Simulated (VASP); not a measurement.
Input of a VASP 6.6.1 run:

Contents of INCAR:

```
PREC = Accurate ; ENCUT = 520
EDIFF = 1E-6 ; ISMEAR = 0
SIGMA = 0.05 ; LREAL = F
LASPH = T ; NELM = 80
ALGO = Normal ; ISIF = 2
LWAVE = F ; LCHARG = F
GGA = PE ; NBANDS = 36
```

Contents of KPOINTS:

```
Automatic mesh
0
Gamma
  12 12 2
```

File POSCAR:

```
C
1.0
    2.6088000000      0.0000000000      0.0000000000
   -1.3044000000      2.2592870734      0.0000000000
    0.0000000000      0.0000000000     12.1184000000
C
12
Direct
    0.0000000000      0.0000000000      0.1868593266
    0.0000000000      0.0000000000      0.6868593266
    0.0000000000      0.0000000000      0.3131406734
    0.0000000000      0.0000000000      0.8131406734
    0.3333333333      0.6666666667      0.5207665411
    0.6666666667      0.3333333333      0.0207665411
    0.3333333333      0.6666666667      0.9792334589
    0.6666666667      0.3333333333      0.4792334589
    0.3333333333      0.6666666667      0.6450950823
    0.6666666667      0.3333333333      0.1450950823
    0.3333333333      0.6666666667      0.8549049177
    0.6666666667      0.3333333333      0.3549049177
```

Potentials or basis: VASP PAW PBE potentials, release 64 (C).

Command:

```bash
$ cat potpaw_PBE.64/C/POTCAR > POTCAR
$ mpirun -np 1 vasp_std > vasp.out
```

Estimate the band gap on the k mesh.

3.71 eV, indirect (least direct gap 4.60 eV).

Predict the largest force.

0.271 eV/Å.

Predict the pressure.

-14.9 GPa.

Stress tensor (GPa, compression positive):
```
-36.83   0.00   0.00
  0.00 -36.83   0.00
  0.00   0.00  29.03
```

A k mesh can miss the band edges. A hybrid or GW would open this gap; PBE tends to underestimate it.
